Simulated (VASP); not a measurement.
A run of VASP 6.6.1 is set up as follows.

INCAR

```
SYSTEM = Cr
ALGO = Normal
EDIFF = 1E-6
ENCUT = 520
GGA = PE
ISIF = 2
ISMEAR = -1
LASPH = .True.
LCHARG = .True.
LELF = .True.
LREAL = .False.
LVHAR = .True.
LWAVE = .False.
NBANDS = 12
NELM = 60
PREC = Accurate
SIGMA = 0.08
```

Contents of KPOINTS:

```
k-points
0
Gamma
  21 21 21
  0 0 0
```

File POSCAR:

```
Cr
1.0
   -1.2940119024      1.2940119024      1.2940119024
    1.2940119024     -1.2940119024      1.2940119024
    1.2940119024      1.2940119024     -1.2940119024
Cr
1
Direct
    0.0000000000      0.0000000000      0.0000000000
```

Potentials or basis: VASP PAW PBE potentials, release 64 (Cr_pv).

Run with:

```sh
$ cat potpaw_PBE.64/Cr_pv/POTCAR > POTCAR
$ mpirun -np 1 vasp_std > vasp.out
```

What does it give for the band gap on the k mesh?

Zero (band 6 reaches 19.17 eV, above the bottom of band 7 at 14.26 eV).

What does it give for the pressure?

134.7 GPa.

Caveat: the run has no spin polarisation, though such a crystal can be magnetic. Spin polarisation is off, so any magnetic state and its effect on volume and gap are missing.
